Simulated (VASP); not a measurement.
# SiTe (P6/mmm) in VASP: a series of runs

SiTe is run at these levels: PBEsol+D4, RPBE+D3(BJ), r2SCAN0, PBEsol; tasks: relaxation of cell and atoms, single point.

Program: VASP 6.6.1. These are calculated values, not measurements. Logs are shortened: lines on timing, memory, paths and dates and some standing lists are left out, and cuts for length are marked.

## Step 1: The cell of the first run

Symmetry: P6/mmm, No. 191, hexagonal system. Conventional cell: a = 3.714 Å, b = 3.714 Å, c = 4.976 Å, α = 90.00°, β = 90.00°, γ = 120.00°. Si (site symmetry 6/mmm) has 2 Te at 2.49 Å within 3.3 Å. Within 3.3 Å of Te (site symmetry 6/mmm) lie 2 Si at 2.49 Å.

## Step 2: Relaxation of cell and atoms, PBEsol+D4

INCAR

```
ALGO = Normal ; EDIFF = 1E-6
EDIFFG = -0.01 ; ENCUT = 600
GGA = PS ; IBRION = 2
ISIF = 3 ; ISMEAR = -1
IVDW = 13 ; LASPH = True
LCHARG = False ; LREAL = False
LWAVE = False ; NELM = 80
NSW = 60 ; PREC = Accurate
SIGMA = 0.05
```

KPOINTS

```
k-points
0
Gamma
  8 8 6
```

POSCAR

```
SiTe
1.0
    3.7143358800      0.0000000000      0.0000000000
   -1.8571679400      3.2167092300      0.0000000000
    0.0000000000      0.0000000000      4.9763725600
Si Te
1 1
Direct
    0.0000000000      0.0000000000      0.5000000000
    0.0000000000      0.0000000000      0.0000000000
```

Potentials or basis: VASP PAW PBE potentials, release 64 (Si, Te).

On the command line:

```console
> cat potpaw_PBE.64/Si/POTCAR potpaw_PBE.64/Te/POTCAR > POTCAR
> mpirun -np 1 vasp_std > vasp.out
```

OUTCAR:

```text
EDIFF = 1E-6
   EDIFFG = -0.01
   ENCUT = 600
   GGA = PS
   IBRION = 2
   ISIF = 3
   ISMEAR = -1
   IVDW = 13
   LASPH = True
   LREAL = False
   NELM = 80
   NSW = 60
   PREC = Accurate

 ion  position               nearest neighbor table
   1  0.000  0.000  0.500-   2 2.49   2 2.49
   2  0.000  0.000  0.000-   1 2.49   1 2.49

  LATTYP: Found a hexagonal cell.
 ALAT       =     3.7143358800
 C/A-ratio  =     1.3397745171

  Lattice vectors:

 A1 = (   3.7143358800,   0.0000000000,   0.0000000000)
 A2 = (  -1.8571679400,   3.2167092300,   0.0000000000)
 A3 = (   0.0000000000,   0.0000000000,   4.9763725600)

Analysis of symmetry for initial positions (statically):
=====================================================================
 Subroutine PRICEL returns:
 Original cell was already a primitive cell.

 Routine SETGRP: Setting up the symmetry group for a
 hexagonal supercell.

 Subroutine GETGRP returns: Found 24 space group operations
 (whereof 24 operations were pure point group operations)
 out of a pool of 24 trial point group operations.

The static configuration has the point symmetry D_6h.

Analysis of symmetry for dynamics (positions and initial velocities):
=====================================================================
 Subroutine PRICEL returns:
 Original cell was already a primitive cell.

 Routine SETGRP: Setting up the symmetry group for a
 hexagonal supercell.

 Subroutine GETGRP returns: Found 24 space group operations
 (whereof 24 operations were pure point group operations)
 out of a pool of 24 trial point group operations.

The dynamic configuration has the point symmetry D_6h.

 Subroutine INISYM returns: Found 24 space group operations
 (whereof 24 operations are pure point group operations),
 and found     1 'primitive' translations

----------------------------------------------------------------------------------------

                                     Primitive cell

  volume of cell :      59.4574

  direct lattice vectors                    reciprocal lattice vectors
     3.714335880  0.000000000  0.000000000     0.269227133  0.155438358  0.000000000
    -1.857167940  3.216709230  0.000000000     0.000000000  0.310876715  0.000000000
     0.000000000  0.000000000  4.976372560     0.000000000  0.000000000  0.200949585

  length of vectors
     3.714335880  3.714335880  4.976372560     0.310876715  0.310876715  0.200949585

  position of ions in fractional coordinates (direct lattice)
     0.000000000  0.000000000  0.500000000
     0.000000000  0.000000000  0.000000000

  ion indices of the primitive-cell ions
   primitive index   ion index
                 1           1
                 2           2

----------------------------------------------------------------------------------------

 KPOINTS: k-points

Automatic generation of k-mesh.
 Grid dimensions read from file:
 generate k-points for:    8    8    6

 Generating k-lattice:

  Cartesian coordinates                     Fractional coordinates (reciprocal lattice)
     0.033653392  0.019429795  0.000000000     0.125000000  0.000000000  0.000000000
     0.000000000  0.038859589  0.000000000     0.000000000  0.125000000  0.000000000
     0.000000000  0.000000000  0.033491597     0.000000000  0.000000000  0.166666667

  Length of vectors
     0.038859589  0.038859589  0.033491597

  Shift w.r.t. Gamma in fractional coordinates (k-lattice)
     0.000000000  0.000000000  0.000000000

 Subroutine IBZKPT returns following result:
 ===========================================

 Found     40 irreducible k-points:

 Following reciprocal coordinates:
            Coordinates               Weight
  0.000000  0.000000  0.000000      1.000000
  0.125000  0.000000  0.000000      6.000000
  0.250000  0.000000  0.000000      6.000000
  0.375000  0.000000  0.000000      6.000000
  0.500000  0.000000  0.000000      3.000000
  0.125000  0.125000  0.000000      6.000000
[... 16 lines left out ...]
  0.250000  0.000000  0.333333     12.000000
  0.375000  0.000000  0.333333     12.000000
 [... further k-points ...]
   k-points           NKPTS =     40   k-points in BZ     NKDIM =     40   number of bands    NBANDS=      9
   number of dos      NEDOS =    301   number of ions     NIONS =      2
   total plane-waves  NPLWV =  36000
   dimension x,y,z NGX =    30 NGY =   30 NGZ =   40
   dimension x,y,z NGXF=    60 NGYF=   60 NGZF=   80
   ions per type =               1   1
   NGX,Y,Z   is equivalent  to a cutoff of  13.43, 13.43, 13.36 a.u.
   NGXF,Y,Z  is equivalent  to a cutoff of  26.85, 26.85, 26.73 a.u.
 SYSTEM =  unknown system
   PREC   = accura    normal or accurate (medium, high low for compatibility)
   ISTART =      0    job   : 0-new  1-cont  2-samecut
   ICHARG =      2    charge: 1-file 2-atom 10-const
   ISPIN  =      1    spin polarized calculation?
   LNONCOLLINEAR =      F non collinear calculations
   LSORBIT =      F    spin-orbit coupling
   LASPH  =      T    aspherical Exc in radial PAW
   ENCUT  =  600.0 eV  44.10 Ry    6.64 a.u.   7.42  7.42  9.94*2*pi/ulx,y,z
   NELM   =     80;   NELMIN=  2; NELMDL= -5     # of ELM steps
   EDIFF  = 0.1E-05   stopping-criterion for ELM
   LREAL  =      F    real-space projection
   EDIFFG = -.1E-01   stopping-criterion for IOM
   NSW    =     60    number of steps for IOM
   IBRION =      2    ionic relax: 0-MD 1-quasi-New 2-CG
   NFREE  =      1    steps in history (QN), initial steepest desc. (CG)
   ISIF   =      3    stress and relaxation
   ISYM   =      2    0-nonsym 1-usesym 2-fastsym
   POTIM  = 0.5000    time-step for ionic-motion
   TEBEG  =    0.0;   TEEND  =   0.0 temperature during run
   PSTRESS=    0.0 pullay stress
   NELECT =      10.0000    total number of electrons
   NUPDOWN=      -1.0000    fix difference up-down
   EMIN   =  10.00;   EMAX   =-10.00  energy-range for DOS
   EFERMI =   0.00;   METHOD = LEGACY
   ISMEAR =    -1;   SIGMA  =   0.05  broadening in eV -4-tet -1-fermi 0-gaus
   EFERMI_NEDOS =   21; number of points for ismear=-14 and -15
   IALGO  =     38    algorithm
   IMIX   =      4    mixing-type and parameters
     AMIX     =   0.40;   BMIX     =  1.00
     AMIX_MAG =   1.60;   BMIX_MAG =  1.00
  volume/ion in A,a.u.               =      29.73       200.62
  Fermi-wavevector in a.u.,A,eV,Ry     =   0.903662  1.707674 11.110595  0.816606
  Thomas-Fermi vector in A             =   2.027015
   LORBIT       =      0    0 simple, 1 ext, 2 COOP (PROOUT), +10 PAW based schemes
   GGA     = PS    functional components
   LHFCALC =     F    Hartree Fock is set to
   AEXX    =    0.0000 exact exchange contribution
   IVDW    =    13    specifies the selected vdW correction
   LEPSILON=     F    determine dielectric tensor
   LRPA    =     F    only Hartree local field effects (RPA)
 conjugate gradient relaxation of ions
 non-spin polarized calculation
  energy-cutoff  :      600.00
  volume of cell :       59.46
 maximum number of plane-waves:      2012
 NGX is ok and might be reduce to    30
   NGX = 15   NGY = 15   NGZ = 19

--------------------------------------- Ionic step        1  -------------------------------------------

 number of electron      10.0000000 magnetization

 number of electron       9.9999999 magnetization

 Free energy of the ion-electron system (eV)
  ---------------------------------------------------
  ext. energy  EPLUGINS =         0.00000000
  ---------------------------------------------------
  free energy    TOTEN  =        -7.16711157 eV

  energy without entropy =       -7.14610368  energy(sigma->0) =       -7.15660763

------------------------ aborting loop because EDIFF is reached ----------------------------------------

  DFT-D4 for vdW energy calculation

  Edisp (eV):   -0.49520

  FORCE on cell =-STRESS in cart. coord.  units (eV):
  Direction    XX          YY          ZZ          XY          YZ          ZX
  --------------------------------------------------------------------------------------
  -------------------------------------------------------------------------------------
  Total      -2.05211    -2.05211     1.52492    -0.00000     0.00000     0.00000
  in kB     -55.29761   -55.29761    41.09152    -0.00000     0.00000     0.00000
  external pressure =      -23.17 kB  Pullay stress =        0.00 kB
[... 21 lines left out ...]
  energy  without entropy=       -7.6413056105  energy(sigma->0) =       -7.65180956

--------------------------------------- Ionic step        2  -------------------------------------------

 number of electron      10.0000000 magnetization

 E-fermi :   5.3962     XC(G=0):  -9.4137

 val. band max:        5.3541445494   @ k =   0.2500   0.2500   0.3333
 cond. band min:       5.4014869834   @ k =   0.1250   0.1250   0.0000
 fundamental gap:      0.0473424340
 Fermi energy:         5.3961785090

 k-point     1 :       0.0000    0.0000    0.0000
  band No.  band energies     occupation
      1      -7.6087      2.00000
      2      -1.1081      2.00000
      3      -0.2998      2.00000
      4       6.5459      0.00000
      5       6.5459      0.00000
      6      10.6515      0.00000
      7      10.6515      0.00000
      8      10.8355      0.00000
      9      13.6201      0.00000
[... 265 lines left out ...]
 k-point    24 :       0.3750    0.0000    0.3333
  band No.  band energies     occupation
      1      -5.9982      2.00000
      2      -2.0507      2.00000
      3       1.4032      2.00000
      4       3.9435      2.00000
      5       5.0634      1.99743
      6       5.4330      0.64772
      7       8.1055      0.00000
      8       9.8161      0.00000
      9      11.0057      0.00000

 [... further k-points ...]

------------------------ aborting loop because EDIFF is reached ----------------------------------------

  DFT-D4 for vdW energy calculation

  Edisp (eV):   -0.52514

  FORCE on cell =-STRESS in cart. coord.  units (eV):
  Direction    XX          YY          ZZ          XY          YZ          ZX
  --------------------------------------------------------------------------------------
  -------------------------------------------------------------------------------------
  Total      -3.28430    -3.28430     2.53657     0.00000    -0.00000     0.00000
  in kB     -94.48333   -94.48333    72.97253     0.00000    -0.00000     0.00000
  external pressure =      -38.66 kB  Pullay stress =        0.00 kB
[... 57 lines left out ...]
  FREE ENERGIE OF THE ION-ELECTRON SYSTEM (eV)
  ---------------------------------------------------
  free  energy   TOTEN  =        -8.6278940717 eV

  energy  without entropy=       -8.6071008459  energy(sigma->0) =       -8.61749746

[... ionic steps 4 to 9 ...]

--------------------------------------- Ionic step       10  -------------------------------------------

 number of electron      10.0000000 magnetization

------------------------ aborting loop because EDIFF is reached ----------------------------------------

  DFT-D4 for vdW energy calculation

  Edisp (eV):   -0.63376
[... 69 lines left out ...]
  energy  without entropy=       -8.7605519779  energy(sigma->0) =       -8.76684143

--------------------------------------- Ionic step       12  -------------------------------------------

 number of electron      10.0000000 magnetization

 Free energy of the ion-electron system (eV)
  ---------------------------------------------------
  ext. energy  EPLUGINS =         0.00000000
  ---------------------------------------------------
  free energy    TOTEN  =        -8.14022803 eV

  energy without entropy =       -8.12772108  energy(sigma->0) =       -8.13397455

 E-fermi :   7.9708     XC(G=0): -10.3024

 val. band max:        7.9480408609   @ k =   0.2500   0.1250   0.5000
 cond. band min:       8.0195186391   @ k =   0.3750   0.2500   0.3333
 fundamental gap:      0.0714777782
 Fermi energy:         7.9708400067

 k-point     1 :       0.0000    0.0000    0.0000
  band No.  band energies     occupation
      1      -6.6679      2.00000
      2      -0.5981      2.00000
      3       1.2250      2.00000
      4      11.7977      0.00000
      5      11.7977      0.00000
      6      13.4533      0.00000
      7      15.1399      0.00000
      8      15.2653      0.00000
      9      15.2653      0.00000
[... 265 lines left out ...]
 k-point    24 :       0.3750    0.0000    0.3333
  band No.  band energies     occupation
      1      -3.9165      2.00000
      2       0.3682      2.00000
      3       2.9241      2.00000
      4       5.7082      2.00000
      5       6.9807      2.00000
      6       9.1815      0.00000
      7      11.2833      0.00000
      8      12.0056      0.00000
      9      13.4033      0.00000

 [... further k-points ...]

------------------------ aborting loop because EDIFF is reached ----------------------------------------

  DFT-D4 for vdW energy calculation

  Edisp (eV):   -0.63294

  FORCE on cell =-STRESS in cart. coord.  units (eV):
  Direction    XX          YY          ZZ          XY          YZ          ZX
  --------------------------------------------------------------------------------------
  -------------------------------------------------------------------------------------
  Total      -0.00461    -0.00461     0.00999     0.00000    -0.00000     0.00000
  in kB      -0.16246    -0.16246     0.35236     0.00000    -0.00000     0.00000
  external pressure =        0.01 kB  Pullay stress =        0.00 kB
[... 17 lines left out ...]
  FREE ENERGIE OF THE ION-ELECTRON SYSTEM (eV)
  ---------------------------------------------------
  free  energy   TOTEN  =        -8.7731638565 eV

  energy  without entropy=       -8.7606569080  energy(sigma->0) =       -8.76691038

 reached required accuracy - stopping structural energy minimisation
```

It took 2.1 min on 1 thread of Intel Xeon Platinum 8375C at 2.90GHz (Ice Lake), shared host; peak memory 0.21 GiB.

Results:

```
Free energy                            : -8.7732 eV
Relaxed volume                         : 22.72 Å³/atom
Relaxed cell                           : a = 3.104 Å, b = 3.104 Å, c = 5.446 Å, α = 90.00°, β = 90.00°, γ = 120.00°
Space group after relaxing (to 0.05 Å) : P6/mmm (No. 191)
Energy gained by relaxing              : 555.4 meV/atom
Ionic steps                            : 12
Pressure after relaxing                : 0.0 GPa
Band gap on the k mesh                 : zero (band 5 reaches 12.17 eV, above the bottom of band 6 at 6.01 eV)
Dispersion energy per atom             : -0.316 eV
```

The path:
```
step  energy change (eV)  largest force (eV/Å)  pressure (GPa)  volume (Å³)
   1              0.0000                0.0000           -2.32        59.46
   2             -0.3427                0.0000           -3.87        55.69
   3             -0.9656                0.0000            3.29        43.87
   4             -1.0601                0.0000           -3.88        48.55
   5             -1.0940                0.0000           -2.38        46.98
   6             -1.0742                0.0000            4.14        42.78
   7             -1.1064                0.0000            0.22        45.38
   8             -1.1065                0.0000            0.24        45.34
   9             -1.1108                0.0000            0.16        45.36
  10             -1.1108                0.0000            0.15        45.36
  11             -1.1108                0.0000           -0.14        45.53
  12             -1.1109                0.0000            0.00        45.45
```

Final structure:
```
CELL_PARAMETERS angstrom
3.10426 0.00000 0.00000
-1.55213 2.68837 0.00000
0.00000 0.00000 5.44557
ATOMIC_POSITIONS crystal
Si 0.00000 0.00000 0.50000
Te 0.00000 0.00000 0.00000
```

Levels at points of the mesh, in eV from the Fermi level:
| k point | band 1 | band 2 | band 3 | band 4 | band 5 | band 6 | band 7 | band 8 | band 9 |
| --- | --- | --- | --- | --- | --- | --- | --- | --- | --- |
| (0.00, 0.00, 0.00) | -14.64 | -8.57 | -6.75 | 3.83 | 3.83 | 5.48 | 7.17 | 7.29 | 7.29 |
| (0.50, 0.00, 0.00) | -11.09 | -6.86 | -4.67 | -3.97 | -2.54 | 0.66 | 2.01 | 4.52 | 4.98 |
| (0.00, 0.00, 0.50) | -14.41 | -10.38 | -2.11 | -0.87 | 4.20 | 4.20 | 6.28 | 6.28 | 9.81 |
| (0.50, 0.00, 0.50) | -10.84 | -6.94 | -6.56 | -3.67 | 0.97 | 1.14 | 2.11 | 3.55 | 6.14 |

Caveat: the volume moved by over 15 % at a fixed basis, so the end points are rough; the PAW data sets were made with another functional, which shifts forces and pressure a little; spin-orbit coupling is left out, which moves the levels of the heavy elements.

(Continued in part 2 of 2.)
